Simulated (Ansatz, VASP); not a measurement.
Sn2TeO2: VASP beside Ansatz

```
CELL_PARAMETERS angstrom
4.08268 0.00000 0.00000
-2.04134 3.53570 0.00000
0.00000 0.00000 6.77398
ATOMIC_POSITIONS crystal
Sn 0.33333 0.66667 0.29897
Sn 0.66667 0.33333 0.70103
Te 0.00000 0.00000 0.00000
O 0.33333 0.66667 0.61024
O 0.66667 0.33333 0.38976
```

Change from the starting cell: species swapped into the EuMn2Sb2 type (P-3m1, No. 164).

Alike in both runs: functional PBE; k mesh 6 × 6 × 2; occupations gaussian, width 0.1 eV; no spin polarisation.

Ansatz relaxed the structure, and its values are those at the end. VASP's run is a single point on that final structure, the one shown.

|  | VASP | Ansatz |
| --- | --- | --- |
| version | VASP 6.6.1 | Ansatz 0.2.0 |
| potentials or method | VASP PAW PBE potentials, release 64 (Sn_d, Te, O), cutoff 520 eV | scalar-relativistic, plane waves, PAW |
| valence electrons in the cell | 46 | 56 |

VASP gave:

```
gap on the k mesh at the Fermi level (eV) : none
pressure (GPa)                            : -0.2
rms of the force components (eV/Å)        : 0.027
```

Task: Estimate Ansatz's values.

Result: gap on the k mesh at the Fermi level (eV): none; pressure (GPa): -0.3; rms of the force components (eV/Å): 0.005.

A gap of «none» marks a metal or a gap that the smearing closes. The functional is the same, so the differences come from potentials, cutoffs and numerics. VASP's potentials hold 46 valence electrons a cell and Ansatz's 56, so a difference there can come from the potentials and not from the codes.

The k mesh is coarse, so the values compare programs but aren't converged. Spin-orbit coupling is off throughout.
